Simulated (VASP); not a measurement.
Input of a VASP 6.6.1 run:

File INCAR:

```
SYSTEM = Rh
PREC = Accurate
ENCUT = 520
EDIFF = 1E-6
ISMEAR = 0
SIGMA = 0.15
LREAL = .False.
LASPH = .True.
NELM = 100
ALGO = Fast
ISIF = 2
LWAVE = .False.
LCHARG = .True.
GGA = PS
LELF = .True.
LVHAR = .True.
NBANDS = 38
```

Contents of KPOINTS:

```
Automatic mesh
0
Gamma
  18 18 6
  0 0 0
```

The input POSCAR:

```
Rh
1.0
    2.5282750436      0.0000000000      0.0000000000
   -1.2641375218      2.3596260814      0.0000000000
    0.0000000000      0.0000000000      9.0478106183
Rh
4
Direct
    0.0000000000      0.0000000000      0.0000000000
    0.3333333333      0.6666666667      0.2500000000
    0.0000000000      0.0000000000      0.5000000000
    0.6666666667      0.3333333333      0.7500000000
```

Potentials or basis: VASP PAW PBE potentials, release 64 (Rh_pv).

Run with:

```sh
$ cat potpaw_PBE.64/Rh_pv/POTCAR > POTCAR
$ mpirun -np 1 vasp_std > vasp.out
```

(1) Predict the pressure.

(2) What does it give for the largest force?

(3) Estimate the band gap on the k mesh.

## Answers

(1) 3.3 GPa.

(2) 0.120 eV/Å.

(3) zero (bands 30 and 31 overlap by 2.13 eV).

Caveat: the cell differs from its parent crystal (strain +e along x and -e along y -0.0367, strain +e along z and -e/2 along x and y +0.0367); the stress differs along the axes, from -12 to 27 GPa; the PAW data sets were made with another functional, which shifts forces and pressure a little.
